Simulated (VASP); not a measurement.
# BeTe (F-43m) in VASP: single point with LDA

Aim: the single point of BeTe with LDA.

All numbers are computed with VASP 6.6.1; they aren't measurements. Logs are shortened: lines on timing, memory, paths and dates and some standing lists are left out, and cuts for length are marked.

## Step 1: The cell of the first run

Symmetry: F-43m, No. 216, cubic system. Conventional cell: a = 5.555 Å, b = 5.555 Å, c = 5.555 Å, α = 90.00°, β = 90.00°, γ = 90.00°. Within 3.2 Å of Be (site symmetry -43m) lie 4 Te at 2.41 Å. Te (site symmetry -43m) has 4 Be at 2.41 Å within 3.2 Å.

## Step 2: Single point, LDA

Input file INCAR:

```
  PREC = Accurate
  ENCUT = 600
  EDIFF = 1E-6
  ISMEAR = 0
  SIGMA = 0.02
  LREAL = False
  LASPH = True
  NELM = 120
  ALGO = Normal
  ISIF = 2
  LWAVE = False
  LCHARG = False
  GGA = CA
  NBANDS = 11
  GGA_COMPAT = False
```

Input file KPOINTS:

```
regular mesh
0
Gamma
  8 8 8
```

Input file POSCAR:

```
BeTe
1.0
    0.0000000000      2.7774117849      2.7774117849
    2.7774117849      0.0000000000      2.7774117849
    2.7774117849      2.7774117849      0.0000000000
Be Te
1 1
Direct
    0.0000000000      0.0000000000      0.0000000000
    0.2500000000      0.2500000000      0.2500000000
```

Potentials or basis: VASP PAW LDA potentials, release 64 (Be, Te).

The run is started by

```sh
$ cat potpaw_LDA.64/Be/POTCAR potpaw_LDA.64/Te/POTCAR > POTCAR
$ mpirun -np 1 vasp_std > vasp.out
```

OUTCAR:

```text
PREC = Accurate
   ENCUT = 600
   EDIFF = 1E-6
   ISMEAR = 0
   LREAL = False
   LASPH = True
   NELM = 120
   ISIF = 2
   GGA = CA

 ion  position               nearest neighbor table
   1  0.000  0.000  0.000-   2 2.41   2 2.41   2 2.41   2 2.41
   2  0.250  0.250  0.250-   1 2.41   1 2.41   1 2.41   1 2.41

  LATTYP: Found a face centered cubic cell.
 ALAT       =     5.5548235698

  Lattice vectors:

 A1 = (   0.0000000000,   2.7774117849,   2.7774117849)
 A2 = (   2.7774117849,   0.0000000000,   2.7774117849)
 A3 = (   2.7774117849,   2.7774117849,   0.0000000000)

Analysis of symmetry for initial positions (statically):
=====================================================================
 Subroutine PRICEL returns:
 Original cell was already a primitive cell.

 Routine SETGRP: Setting up the symmetry group for a
 face centered cubic supercell.

 Subroutine GETGRP returns: Found 24 space group operations
 (whereof 24 operations were pure point group operations)
 out of a pool of 48 trial point group operations.

The static configuration has the point symmetry T_d .

Analysis of symmetry for dynamics (positions and initial velocities):
=====================================================================
 Subroutine PRICEL returns:
 Original cell was already a primitive cell.

 Routine SETGRP: Setting up the symmetry group for a
 face centered cubic supercell.

 Subroutine GETGRP returns: Found 24 space group operations
 (whereof 24 operations were pure point group operations)
 out of a pool of 48 trial point group operations.

The dynamic configuration has the point symmetry T_d .

 Subroutine INISYM returns: Found 24 space group operations
 (whereof 24 operations are pure point group operations),
 and found     1 'primitive' translations

----------------------------------------------------------------------------------------

                                     Primitive cell

  volume of cell :      42.8500

  direct lattice vectors                    reciprocal lattice vectors
     0.000000000  2.777411785  2.777411785    -0.180023719  0.180023719  0.180023719
     2.777411785  0.000000000  2.777411785     0.180023719 -0.180023719  0.180023719
     2.777411785  2.777411785  0.000000000     0.180023719  0.180023719 -0.180023719

  length of vectors
     3.927853415  3.927853415  3.927853415     0.311810229  0.311810229  0.311810229

  position of ions in fractional coordinates (direct lattice)
     0.000000000  0.000000000  0.000000000
     0.250000000  0.250000000  0.250000000

  ion indices of the primitive-cell ions
   primitive index   ion index
                 1           1
                 2           2

----------------------------------------------------------------------------------------

 KPOINTS: regular mesh

Automatic generation of k-mesh.
 Grid dimensions read from file:
 generate k-points for:    8    8    8

 Generating k-lattice:

  Cartesian coordinates                     Fractional coordinates (reciprocal lattice)
    -0.022502965  0.022502965  0.022502965     0.125000000  0.000000000  0.000000000
     0.022502965 -0.022502965  0.022502965     0.000000000  0.125000000  0.000000000
     0.022502965  0.022502965 -0.022502965     0.000000000  0.000000000  0.125000000

  Length of vectors
     0.038976279  0.038976279  0.038976279

  Shift w.r.t. Gamma in fractional coordinates (k-lattice)
     0.000000000  0.000000000  0.000000000

 Subroutine IBZKPT returns following result:
 ===========================================

 Found     29 irreducible k-points:

 Following reciprocal coordinates:
            Coordinates               Weight
  0.000000  0.000000  0.000000      1.000000
  0.125000  0.000000  0.000000      8.000000
  0.250000  0.000000  0.000000      8.000000
  0.375000  0.000000  0.000000      8.000000
  0.500000  0.000000  0.000000      4.000000
  0.125000  0.125000  0.000000      6.000000
[... 16 lines left out ...]
  0.500000  0.250000  0.125000     48.000000
 -0.375000  0.250000  0.125000     24.000000
 [... further k-points ...]
   k-points           NKPTS =     29   k-points in BZ     NKDIM =     29   number of bands    NBANDS=     11
   number of dos      NEDOS =    301   number of ions     NIONS =      2
   total plane-waves  NPLWV =  32768
   dimension x,y,z NGX =    32 NGY =   32 NGZ =   32
   dimension x,y,z NGXF=    64 NGYF=   64 NGZF=   64
   ions per type =               1   1
   NGX,Y,Z   is equivalent  to a cutoff of  13.54, 13.54, 13.54 a.u.
   NGXF,Y,Z  is equivalent  to a cutoff of  27.09, 27.09, 27.09 a.u.
 SYSTEM =  unknown system
   PREC   = accura    normal or accurate (medium, high low for compatibility)
   ISTART =      0    job   : 0-new  1-cont  2-samecut
   ICHARG =      2    charge: 1-file 2-atom 10-const
   ISPIN  =      1    spin polarized calculation?
   LNONCOLLINEAR =      F non collinear calculations
   LSORBIT =      F    spin-orbit coupling
   LASPH  =      T    aspherical Exc in radial PAW
   ENCUT  =  600.0 eV  44.10 Ry    6.64 a.u.   7.84  7.84  7.84*2*pi/ulx,y,z
   NELM   =    120;   NELMIN=  2; NELMDL= -5     # of ELM steps
   EDIFF  = 0.1E-05   stopping-criterion for ELM
   LREAL  =      F    real-space projection
   EDIFFG = 0.1E-04   stopping-criterion for IOM
   NSW    =      0    number of steps for IOM
   IBRION =     -1    ionic relax: 0-MD 1-quasi-New 2-CG
   NFREE  =      0    steps in history (QN), initial steepest desc. (CG)
   ISIF   =      2    stress and relaxation
   ISYM   =      2    0-nonsym 1-usesym 2-fastsym
   POTIM  = 0.5000    time-step for ionic-motion
   TEBEG  =    0.0;   TEEND  =   0.0 temperature during run
   PSTRESS=    0.0 pullay stress
   NELECT =       8.0000    total number of electrons
   NUPDOWN=      -1.0000    fix difference up-down
   EMIN   =  10.00;   EMAX   =-10.00  energy-range for DOS
   EFERMI =   0.00;   METHOD = LEGACY
   ISMEAR =     0;   SIGMA  =   0.02  broadening in eV -4-tet -1-fermi 0-gaus
   EFERMI_NEDOS =   21; number of points for ismear=-14 and -15
   IALGO  =     38    algorithm
   IMIX   =      4    mixing-type and parameters
     AMIX     =   0.40;   BMIX     =  1.00
     AMIX_MAG =   1.60;   BMIX_MAG =  1.00
  volume/ion in A,a.u.               =      21.42       144.58
  Fermi-wavevector in a.u.,A,eV,Ry     =   0.935667  1.768154 11.911525  0.875472
  Thomas-Fermi vector in A             =   2.062598
   LORBIT       =      0    0 simple, 1 ext, 2 COOP (PROOUT), +10 PAW based schemes
   GGA     = CA    functional components
   LHFCALC =     F    Hartree Fock is set to
   AEXX    =    0.0000 exact exchange contribution
   IVDW    =     0    specifies the selected vdW correction
   LEPSILON=     F    determine dielectric tensor
   LRPA    =     F    only Hartree local field effects (RPA)
 non-spin polarized calculation
 Gauss-broadening in eV      SIGMA  =   0.02
  energy-cutoff  :      600.00
  volume of cell :       42.85
 maximum number of plane-waves:      1459
   NGX = 15   NGY = 15   NGZ = 15

 number of electron       8.0000000 magnetization

 Free energy of the ion-electron system (eV)
  ---------------------------------------------------
  ext. energy  EPLUGINS =         0.00000000
  ---------------------------------------------------
  free energy    TOTEN  =        -8.72656202 eV

  energy without entropy =       -8.72656202  energy(sigma->0) =       -8.72656202

 E-fermi :   5.5141     XC(G=0):  -9.4308

 val. band max:        5.4167701196   @ k =   0.0000   0.0000   0.0000
 cond. band min:       7.1871998703   @ k =   0.5000   0.5000   0.0000
 fundamental gap:      1.7704297507
 Fermi energy:         5.5140989741

 k-point     1 :       0.0000    0.0000    0.0000
  band No.  band energies     occupation
      1      -7.1796      2.00000
      2       5.4168      2.00000
      3       5.4168      2.00000
      4       5.4168      2.00000
      5       8.9662      0.00000
      6       8.9662      0.00000
      7       8.9662      0.00000
      8       9.4468      0.00000
      9      13.6585      0.00000
     10      15.7401      0.00000
     11      15.7401      0.00000

 k-point     2 :       0.1250    0.0000    0.0000
  band No.  band energies     occupation
      1      -7.0239      2.00000
      2       4.0442      2.00000
      3       5.1632      2.00000
      4       5.1632      2.00000
      5       8.9717      0.00000
      6       9.3285      0.00000
      7       9.3285      0.00000
      8      10.7082      0.00000
      9      14.0602      0.00000
     10      14.7247      0.00000
     11      14.7247      0.00000

 k-point     3 :       0.2500    0.0000    0.0000
  band No.  band energies     occupation
      1      -6.5922      2.00000
      2       1.9516      2.00000
      3       4.6972      2.00000
      4       4.6972      2.00000
      5       8.7868      0.00000
      6       9.8731      0.00000
      7       9.8731      0.00000
      8      12.5577      0.00000
      9      14.3929      0.00000
     10      14.4414      0.00000
     11      14.4414      0.00000

 k-point     4 :       0.3750    0.0000    0.0000
  band No.  band energies     occupation
      1      -6.0366      2.00000
      2       0.2893      2.00000
      3       4.3426      2.00000
      4       4.3426      2.00000
      5       8.6362      0.00000
      6       9.9922      0.00000
      7       9.9922      0.00000
      8      13.1249      0.00000
      9      15.2739      0.00000
     10      15.5250      0.00000
     11      15.5250      0.00000
[... 239 lines left out ...]
 k-point    22 :       0.3750    0.2500    0.1250
  band No.  band energies     occupation
      1      -6.2343      2.00000
      2       1.7125      2.00000
      3       3.0303      2.00000
      4       4.1142      2.00000
      5       8.9346      0.00000
      6      10.3865      0.00000
      7      10.7037      0.00000
      8      11.7564      0.00000
      9      14.5683      0.00000
     10      15.9717      0.00000
     11      16.6426      0.00000

 k-point    23 :       0.5000    0.2500    0.1250
  band No.  band energies     occupation
      1      -5.7389      2.00000
      2       0.5955      2.00000
      3       2.4821      2.00000
      4       3.6261      2.00000
      5       9.3943      0.00000
      6      10.1076      0.00000
      7      11.3486      0.00000
      8      12.3888      0.00000
      9      15.2707      0.00000
     10      15.8196      0.00000
     11      17.7114      0.00000

 k-point    24 :      -0.3750    0.2500    0.1250
  band No.  band energies     occupation
      1      -5.4858      2.00000
      2       0.0662      2.00000
      3       2.3766      2.00000
      4       3.3867      2.00000
      5       9.5368      0.00000
      6       9.8192      0.00000
      7      12.1637      0.00000
      8      13.2221      0.00000
      9      13.8917      0.00000
     10      16.9926      0.00000
     11      17.3502      0.00000

 [... further k-points ...]

------------------------ aborting loop because EDIFF is reached ----------------------------------------

  FORCE on cell =-STRESS in cart. coord.  units (eV):
  Direction    XX          YY          ZZ          XY          YZ          ZX
  --------------------------------------------------------------------------------------
  -------------------------------------------------------------------------------------
  Total        0.0721087      0.0721087      0.0721087     -0.0000000      0.0000000      0.0000000
  in kB        2.6961697      2.6961697      2.6961697     -0.0000000      0.0000000      0.0000000
  external PRESSURE =       2.6961697 kB  Pullay stress =       0.0000000 kB

 VOLUME and BASIS-vectors are now :
 -----------------------------------------------------------------------------
  energy-cutoff  :      600.00
  volume of cell :       42.85
      direct lattice vectors                 reciprocal lattice vectors
     0.000000000  2.777411785  2.777411785    -0.180023719  0.180023719  0.180023719
     2.777411785  0.000000000  2.777411785     0.180023719 -0.180023719  0.180023719
     2.777411785  2.777411785  0.000000000     0.180023719  0.180023719 -0.180023719

 POSITION                                       TOTAL-FORCE (eV/Angst)
 -----------------------------------------------------------------------------------
      0.00000      0.00000      0.00000        -0.000000      0.000000     -0.000000
      1.38871      1.38871      1.38871         0.000000     -0.000000      0.000000
 -----------------------------------------------------------------------------------
    total drift:                                0.000000      0.000000      0.000000

  FREE ENERGIE OF THE ION-ELECTRON SYSTEM (eV)
  ---------------------------------------------------
  free  energy   TOTEN  =        -8.7265620188 eV

  energy  without entropy=       -8.7265620188  energy(sigma->0) =       -8.72656202
```

Wall time 15 s (1 thread of AMD EPYC 7R43 (Zen 3), shared host); peak memory 0.12 GiB.

What came out:

- Free energy: -8.7266 eV
- Pressure: 0.3 GPa
- Band gap on the k mesh: 1.77 eV (least direct gap 3.55 eV)

Caveat: spin-orbit coupling is left out, which moves the levels of the heavy elements. A k mesh can miss the band edges.
